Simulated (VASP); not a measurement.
# Lu (Fm-3m) in VASP: notebook

Runs on Lu. Level: PBE. Tasks: single point.

All numbers are computed with VASP 6.6.1; they aren't measurements. Logs are shortened: lines on timing, memory, paths and dates and some standing lists are left out, and cuts for length are marked.

**1. The cell of the first run**

Symmetry: Fm-3m, No. 225, cubic system. The conventional cell has a = 4.875 Å, b = 4.875 Å, c = 4.875 Å, α = 90.00°, β = 90.00°, γ = 90.00°. Within 4.5 Å of Lu (site symmetry m-3m) lie 12 Lu at 3.45 Å.

**2. Single point, PBE**

Input file INCAR:

```
SYSTEM = Lu
ALGO = Normal
EDIFF = 1E-6
ENCUT = 600
GGA = PE
GGA_COMPAT = .False.
ISIF = 2
ISMEAR = -1
LASPH = .True.
LCHARG = .False.
LREAL = .False.
LWAVE = .False.
NBANDS = 18
NELM = 120
PREC = Accurate
SIGMA = 0.1
```

Input file KPOINTS:

```
k-points
0
Gamma
  4 4 4
  0 0 0
```

Input file POSCAR:

```
Lu
1.0
   -2.4374253285      0.0000000000      2.4374253285
    0.0000000000      2.4374253285      2.4374253285
   -2.4374253285      2.4374253285      0.0000000000
Lu
1
Direct
    0.0000000000      0.0000000000      0.0000000000
```

Potentials or basis: VASP PAW PBE potentials, release 64 (Lu).

On the command line:

```console
> cat potpaw_PBE.64/Lu/POTCAR > POTCAR
> mpirun -np 1 vasp_std > vasp.out
```

OUTCAR:

```text
SYSTEM = Lu
   EDIFF = 1E-6
   ENCUT = 600
   GGA = PE
   ISIF = 2
   ISMEAR = -1
   LASPH = .True.
   LREAL = .False.
   NELM = 120
   PREC = Accurate

 ion  position               nearest neighbor table
   1  0.000  0.000  0.000-

  LATTYP: Found a face centered cubic cell.
 ALAT       =     4.8748506570

  Lattice vectors:

 A1 = (  -2.4374253285,   0.0000000000,   2.4374253285)
 A2 = (   0.0000000000,   2.4374253285,   2.4374253285)
 A3 = (  -2.4374253285,   2.4374253285,   0.0000000000)

Analysis of symmetry for initial positions (statically):
=====================================================================
 Subroutine PRICEL returns:
 Original cell was already a primitive cell.

 Routine SETGRP: Setting up the symmetry group for a
 face centered cubic supercell.

 Subroutine GETGRP returns: Found 48 space group operations
 (whereof 48 operations were pure point group operations)
 out of a pool of 48 trial point group operations.

The static configuration has the point symmetry O_h .

Analysis of symmetry for dynamics (positions and initial velocities):
=====================================================================
 Subroutine PRICEL returns:
 Original cell was already a primitive cell.

 Routine SETGRP: Setting up the symmetry group for a
 face centered cubic supercell.

 Subroutine GETGRP returns: Found 48 space group operations
 (whereof 48 operations were pure point group operations)
 out of a pool of 48 trial point group operations.

The dynamic configuration has the point symmetry O_h .

 Subroutine INISYM returns: Found 48 space group operations
 (whereof 48 operations are pure point group operations),
 and found     1 'primitive' translations

----------------------------------------------------------------------------------------

                                     Primitive cell

  volume of cell :      28.9617

  direct lattice vectors                    reciprocal lattice vectors
    -2.437425328  0.000000000  2.437425328    -0.205134489 -0.205134489  0.205134489
     0.000000000  2.437425328  2.437425328     0.205134489  0.205134489  0.205134489
    -2.437425328  2.437425328  0.000000000    -0.205134489  0.205134489 -0.205134489

  length of vectors
     3.447039957  3.447039957  3.447039957     0.355303358  0.355303358  0.355303358

  position of ions in fractional coordinates (direct lattice)
     0.000000000  0.000000000  0.000000000

  ion indices of the primitive-cell ions
   primitive index   ion index
                 1           1

----------------------------------------------------------------------------------------

 KPOINTS: k-points

Automatic generation of k-mesh.
 Grid dimensions read from file:
 generate k-points for:    4    4    4

 Generating k-lattice:

  Cartesian coordinates                     Fractional coordinates (reciprocal lattice)
    -0.051283622 -0.051283622  0.051283622     0.250000000  0.000000000  0.000000000
     0.051283622  0.051283622  0.051283622     0.000000000  0.250000000  0.000000000
    -0.051283622  0.051283622 -0.051283622     0.000000000  0.000000000  0.250000000

  Length of vectors
     0.088825839  0.088825839  0.088825839

  Shift w.r.t. Gamma in fractional coordinates (k-lattice)
     0.000000000  0.000000000  0.000000000

 Subroutine IBZKPT returns following result:
 ===========================================

 Found      8 irreducible k-points:

 Following reciprocal coordinates:
            Coordinates               Weight
  0.000000  0.000000  0.000000      1.000000
  0.250000  0.000000  0.000000      8.000000
  0.500000  0.000000  0.000000      4.000000
  0.250000  0.250000  0.000000      6.000000
  0.500000  0.250000  0.000000     24.000000
 -0.250000  0.250000  0.000000     12.000000
  0.500000  0.500000  0.000000      3.000000
 -0.250000  0.500000  0.250000      6.000000
   k-points           NKPTS =      8   k-points in BZ     NKDIM =      8   number of bands    NBANDS=     18
   number of dos      NEDOS =    301   number of ions     NIONS =      1
   total plane-waves  NPLWV =  21952
   dimension x,y,z NGX =    28 NGY =   28 NGZ =   28
   dimension x,y,z NGXF=    56 NGYF=   56 NGZF=   56
   ions per type =               1
   NGX,Y,Z   is equivalent  to a cutoff of  13.50, 13.50, 13.50 a.u.
   NGXF,Y,Z  is equivalent  to a cutoff of  27.01, 27.01, 27.01 a.u.
 SYSTEM =  Lu
   PREC   = accura    normal or accurate (medium, high low for compatibility)
   ISTART =      0    job   : 0-new  1-cont  2-samecut
   ICHARG =      2    charge: 1-file 2-atom 10-const
   ISPIN  =      1    spin polarized calculation?
   LNONCOLLINEAR =      F non collinear calculations
   LSORBIT =      F    spin-orbit coupling
   LASPH  =      T    aspherical Exc in radial PAW
   ENCUT  =  600.0 eV  44.10 Ry    6.64 a.u.   6.88  6.88  6.88*2*pi/ulx,y,z
   NELM   =    120;   NELMIN=  2; NELMDL= -5     # of ELM steps
   EDIFF  = 0.1E-05   stopping-criterion for ELM
   LREAL  =      F    real-space projection
   EDIFFG = 0.1E-04   stopping-criterion for IOM
   NSW    =      0    number of steps for IOM
   IBRION =     -1    ionic relax: 0-MD 1-quasi-New 2-CG
   NFREE  =      0    steps in history (QN), initial steepest desc. (CG)
   ISIF   =      2    stress and relaxation
   ISYM   =      2    0-nonsym 1-usesym 2-fastsym
   POTIM  = 0.5000    time-step for ionic-motion
   TEBEG  =    0.0;   TEEND  =   0.0 temperature during run
   PSTRESS=    0.0 pullay stress
   NELECT =      25.0000    total number of electrons
   NUPDOWN=      -1.0000    fix difference up-down
   EMIN   =  10.00;   EMAX   =-10.00  energy-range for DOS
   EFERMI =   0.00;   METHOD = LEGACY
   ISMEAR =    -1;   SIGMA  =   0.10  broadening in eV -4-tet -1-fermi 0-gaus
   EFERMI_NEDOS =   21; number of points for ismear=-14 and -15
   IALGO  =     38    algorithm
   IMIX   =      4    mixing-type and parameters
     AMIX     =   0.40;   BMIX     =  1.00
     AMIX_MAG =   1.60;   BMIX_MAG =  1.00
  volume/ion in A,a.u.               =      28.96       195.44
  Fermi-wavevector in a.u.,A,eV,Ry     =   1.558763  2.945636 33.058662  2.429743
  Thomas-Fermi vector in A             =   2.662220
   LORBIT       =      0    0 simple, 1 ext, 2 COOP (PROOUT), +10 PAW based schemes
   GGA     = PE    functional components
   LHFCALC =     F    Hartree Fock is set to
   AEXX    =    0.0000 exact exchange contribution
   IVDW    =     0    specifies the selected vdW correction
   LEPSILON=     F    determine dielectric tensor
   LRPA    =     F    only Hartree local field effects (RPA)
 non-spin polarized calculation
  energy-cutoff  :      600.00
  volume of cell :       28.96
 maximum number of plane-waves:       982
   NGX = 13   NGY = 13   NGZ = 13

 number of electron      25.0000004 magnetization

 Free energy of the ion-electron system (eV)
  ---------------------------------------------------
  ext. energy  EPLUGINS =         0.00000000
  ---------------------------------------------------
  free energy    TOTEN  =        -4.50835491 eV

  energy without entropy =       -4.46192379  energy(sigma->0) =       -4.48513935

 E-fermi :   2.4660     XC(G=0): -10.6943

 val. band max:        1.9709336190   @ k =   0.5000   0.2500   0.0000
 cond. band min:       2.5749816136   @ k =  -0.2500   0.5000   0.2500
 fundamental gap:      0.6040479946
 Fermi energy:         2.4659695124

 k-point     1 :       0.0000    0.0000    0.0000
  band No.  band energies     occupation
      1     -53.9352      2.00000
      2     -24.3553      2.00000
      3     -24.3553      2.00000
      4     -24.3553      2.00000
      5      -3.7920      2.00000
      6      -2.7371      2.00000
      7      -2.6862      2.00000
      8      -2.6862      2.00000
      9      -2.6862      2.00000
     10      -2.6072      2.00000
     11      -2.6072      2.00000
     12      -2.6072      2.00000
     13       4.5431      0.00000
     14       4.5431      0.00000
     15       4.5431      0.00000
     16       6.9360      0.00000
     17       6.9360      0.00000
     18      12.5797      0.00000

 k-point     2 :       0.2500    0.0000    0.0000
  band No.  band energies     occupation
      1     -53.9201      2.00000
      2     -24.6131      2.00000
      3     -24.3895      2.00000
      4     -24.3895      2.00000
      5      -2.7158      2.00000
      6      -2.6861      2.00000
      7      -2.6668      2.00000
      8      -2.6668      2.00000
      9      -2.6430      2.00000
     10      -2.6430      2.00000
     11      -2.6057      2.00000
     12      -2.2254      2.00000
     13       3.2158      0.00111
     14       4.8306      0.00000
     15       4.8306      0.00000
     16       6.9058      0.00000
     17       6.9058      0.00000
     18      12.3375      0.00000

 k-point     3 :       0.5000    0.0000    0.0000
  band No.  band energies     occupation
      1     -53.9050      2.00000
      2     -24.8583      2.00000
      3     -24.4233      2.00000
      4     -24.4233      2.00000
      5      -2.7234      2.00000
      6      -2.6910      2.00000
      7      -2.6910      2.00000
      8      -2.6470      2.00000
      9      -2.6267      2.00000
     10      -2.6267      2.00000
     11      -2.6041      2.00000
     12      -0.3033      2.00000
     13       2.6286      0.32872
     14       4.3318      0.00000
     15       4.3318      0.00000
     16       8.7038      0.00000
     17       8.7038      0.00000
     18      10.4453      0.00000

 k-point     4 :       0.2500    0.2500    0.0000
  band No.  band energies     occupation
      1     -53.9152      2.00000
      2     -24.6027      2.00000
      3     -24.4470      2.00000
      4     -24.4470      2.00000
      5      -2.6927      2.00000
      6      -2.6817      2.00000
      7      -2.6626      2.00000
      8      -2.6626      2.00000
      9      -2.6480      2.00000
     10      -2.6419      2.00000
     11      -2.6419      2.00000
     12      -1.7140      2.00000
     13       2.6924      0.18825
     14       4.4332      0.00000
     15       5.8694      0.00000
     16       5.8694      0.00000
     17       7.7392      0.00000
     18      15.6034      0.00000

 k-point     5 :       0.5000    0.2500    0.0000
  band No.  band energies     occupation
      1     -53.9001      2.00000
      2     -24.7725      2.00000
      3     -24.5556      2.00000
      4     -24.4808      2.00000
      5      -2.6899      2.00000
      6      -2.6877      2.00000
      7      -2.6850      2.00000
      8      -2.6447      2.00000
      9      -2.6441      2.00000
     10      -2.6396      2.00000
     11      -2.6343      2.00000
     12       0.5826      2.00000
     13       1.9709      1.98594
     14       3.2931      0.00051
     15       5.7982      0.00000
     16       8.5003      0.00000
     17       8.8619      0.00000
     18       9.9954      0.00000

 k-point     6 :      -0.2500    0.2500    0.0000
  band No.  band energies     occupation
      1     -53.9051      2.00000
      2     -24.7177      2.00000
      3     -24.5670      2.00000
      4     -24.4237      2.00000
      5      -2.6990      2.00000
      6      -2.6838      2.00000
      7      -2.6804      2.00000
      8      -2.6624      2.00000
      9      -2.6479      2.00000
     10      -2.6378      2.00000
     11      -2.6211      2.00000
     12      -0.0841      2.00000
     13       2.7171      0.15010
     14       3.1233      0.00279
     15       5.4519      0.00000
     16       6.6209      0.00000
     17       9.2500      0.00000
     18      11.5552      0.00000

 k-point     7 :       0.5000    0.5000    0.0000
  band No.  band energies     occupation
      1     -53.8951      2.00000
      2     -24.8277      2.00000
      3     -24.5375      2.00000
      4     -24.5375      2.00000
      5      -2.6863      2.00000
      6      -2.6738      2.00000
      7      -2.6738      2.00000
      8      -2.6593      2.00000
      9      -2.6383      2.00000
     10      -2.6383      2.00000
     11      -2.6328      2.00000
     12       0.2613      2.00000
     13       1.4677      1.99991
     14       4.2250      0.00000
     15       8.7244      0.00000
     16       9.2240      0.00000
     17       9.2240      0.00000
     18      10.6714      0.00000

 k-point     8 :      -0.2500    0.5000    0.2500
  band No.  band energies     occupation
      1     -53.8951      2.00000
      2     -24.6845      2.00000
      3     -24.6845      2.00000
      4     -24.5434      2.00000
      5      -2.6860      2.00000
      6      -2.6805      2.00000
      7      -2.6805      2.00000
      8      -2.6496      2.00000
      9      -2.6496      2.00000
     10      -2.6477      2.00000
     11      -2.6330      2.00000
     12       1.4996      1.99987
     13       2.5750      0.50319
     14       2.5750      0.50319
     15       5.0080      0.00000
     16       9.2331      0.00000
     17      10.0736      0.00000
     18      10.6006      0.00000

------------------------ aborting loop because EDIFF is reached ----------------------------------------

  FORCE on cell =-STRESS in cart. coord.  units (eV):
  Direction    XX          YY          ZZ          XY          YZ          ZX
  --------------------------------------------------------------------------------------
  -------------------------------------------------------------------------------------
  Total        0.2108245      0.2108245      0.2108245      0.0000000     -0.0000000      0.0000000
  in kB       11.6629288     11.6629288     11.6629288      0.0000000     -0.0000000      0.0000000
  external PRESSURE =      11.6629288 kB  Pullay stress =       0.0000000 kB

 VOLUME and BASIS-vectors are now :
 -----------------------------------------------------------------------------
  energy-cutoff  :      600.00
  volume of cell :       28.96
      direct lattice vectors                 reciprocal lattice vectors
    -2.437425328  0.000000000  2.437425328    -0.205134489 -0.205134489  0.205134489
     0.000000000  2.437425328  2.437425328     0.205134489  0.205134489  0.205134489
    -2.437425328  2.437425328  0.000000000    -0.205134489  0.205134489 -0.205134489

 POSITION                                       TOTAL-FORCE (eV/Angst)
 -----------------------------------------------------------------------------------
      0.00000      0.00000      0.00000         0.000000      0.000000      0.000000
 -----------------------------------------------------------------------------------
    total drift:                                0.000000     -0.000000     -0.000000

  FREE ENERGIE OF THE ION-ELECTRON SYSTEM (eV)
  ---------------------------------------------------
  free  energy   TOTEN  =        -4.5083549103 eV

  energy  without entropy=       -4.4619237897  energy(sigma->0) =       -4.48513935
```

It took 7.2 s on 1 thread of Intel Xeon Platinum 8488C (Sapphire Rapids), shared host; peak memory 0.17 GiB.

Results:

```yaml
Free_energy: -4.5084 eV
Pressure: 1.2 GPa
```

Caveat: the k points lie up to 0.56 Å⁻¹ apart; spin-orbit coupling is left out, which moves the levels of the heavy elements.

[end of part 1 of 2]
